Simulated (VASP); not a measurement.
Re: single point with PBE

Re:

```xyz
1
Lattice="2.2719 0.0000 0.0000 -1.1360 1.9675 0.0000 0.0000 0.0000 2.0724" Properties=species:S:1:pos:R:3 pbc="T T T"
Re    0.0000    0.0000    0.0000
```

| Property | Result |
| --- | --- |
| Program | VASP 6.6.1 |
| Task | single point |
| Functional | PBE |
| Potentials or basis | VASP PAW PBE potentials, release 64 (Re) |
| Cutoff | 520 eV |
| k mesh | 19 × 19 × 18 |
| Occupations | fermi-dirac, width 0.08 eV |
| Spin | no spin polarisation |

The pressure is 525.6 GPa.

Stress tensor (GPa, compression positive):
```
546.96   0.00   0.00
  0.00 546.96   0.00
  0.00   0.00 482.97
```

Levels at points of the mesh, in eV from the Fermi level:
| k point | band 1 | band 2 | band 3 | band 4 | band 5 | band 6 | band 7 |
| --- | --- | --- | --- | --- | --- | --- | --- |
| (0.00, 0.00, 0.00) | -13.58 | -11.17 | -4.63 | -4.63 | 8.47 | 8.47 | 13.11 |
| (0.00, 0.00, 0.50) | -8.78 | -2.33 | -2.33 | -1.10 | -1.10 | -0.76 | 19.02 |

Run time: 24 s on 1 thread of Intel(R) Xeon(R) Platinum 8559C (Emerald Rapids), on a shared host, peak memory 0.15 GiB.

Caveat: spin-orbit coupling is left out, which moves the levels of the heavy elements.
